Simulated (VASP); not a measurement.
Here is a VASP 6.6.1 calculation.

POSCAR

```
Li
1.0
   -1.7500000000      1.7062500000      1.7062500000
    1.7500000000     -1.7937500000      1.7937500000
    1.7500000000      1.7937500000     -1.7937500000
Li
1
Direct
    0.0000000000      0.0000000000      0.0000000000
```

The input INCAR.step1:

```
SYSTEM = Li
  PREC = Accurate
  ENCUT = 520
  ISMEAR = 0
  SIGMA = 0.15
  LREAL = .FALSE.
  LASPH = .TRUE.
  NELM = 60
  NBANDS = 8
  GGA = PE
  ALGO = Normal
  EDIFF = 1E-4
  LWAVE = .TRUE.
  LCHARG = .FALSE.
```

INCAR.step2

```
SYSTEM = Li
  PREC = Accurate
  ENCUT = 520
  EDIFF = 1E-6
  ISMEAR = 0
  SIGMA = 0.15
  LREAL = .FALSE.
  LASPH = .TRUE.
  NELM = 60
  ALGO = Normal
  ISIF = 2
  LWAVE = .FALSE.
  LCHARG = .TRUE.
  METAGGA = R2SCAN
  LMIXTAU = .TRUE.
  LELF = .TRUE.
  LVHAR = .TRUE.
  NBANDS = 8
  ISTART = 1
```

File KPOINTS:

```
regular mesh
0
G
  20 20 20
  0 0 0
```

Potentials or basis: VASP PAW PBE potentials, release 64 (Li_sv).

Command:

```bash
$ cat potpaw_PBE.64/Li_sv/POTCAR > POTCAR
$ cp INCAR.step1 INCAR
$ mpirun -np 1 vasp_std > vasp.out
$ cp INCAR.step2 INCAR
$ mpirun -np 1 vasp_std > vasp.out
```

Task: Predict the band gap on the k mesh.

Result: Zero (an odd number of electrons rules out a gap without spin polarisation).

Caveat: the cell differs from its parent crystal (strain -0.0500 x Voigt [0, 0, 0, 1, 0, 0]).
